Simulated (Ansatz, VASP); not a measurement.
## Si3N4 in VASP and in Ansatz

```
Si N
1.0
     4.17209    0.00000    0.00000
     0.00000    4.17209    0.00000
     0.00000    0.00000    4.13078
Si N
3 4
Direct
  0.00000 0.00000 0.50000
  0.50000 0.00000 0.00000
  0.00000 0.50000 0.00000
  0.23952 0.23952 0.76048
  0.76048 0.76048 0.76048
  0.23952 0.76048 0.23952
  0.76048 0.23952 0.23952
```

Alike in both runs: functional PBE; k mesh 6 × 6 × 6; occupations fermi-dirac, width 0.05 eV; no spin polarisation.

|  | VASP | Ansatz |
| --- | --- | --- |
| version | VASP 6.6.1 | Ansatz 0.2.0 |
| potentials or method | VASP PAW PBE potentials, release 64 (Si, N) | Ansatz PAW |
| plane-wave cutoff (eV) | 520 | 420 |
| valence electrons in the cell | 32 | 32 |
| task | single point | band structure |

```csv
,VASP,Ansatz,Ansatz less VASP
gap on the k mesh at the Fermi level (eV),2.61,2.62,+0.010
least direct gap on the mesh (eV),2.83,2.84,+0.011
pressure (GPa),-4.8,-4.6,+0.23
"traceless stress, the component that is largest in VASP (GPa)",1.09,1.08,-0.006
rms of the force components (eV/Å),0.080,0.073,-0.0066
```

Atom by atom the forces differ by 0.007 eV/Å (rms over components). With one functional, cell and mesh, what is left measures potentials, basis and numerics.
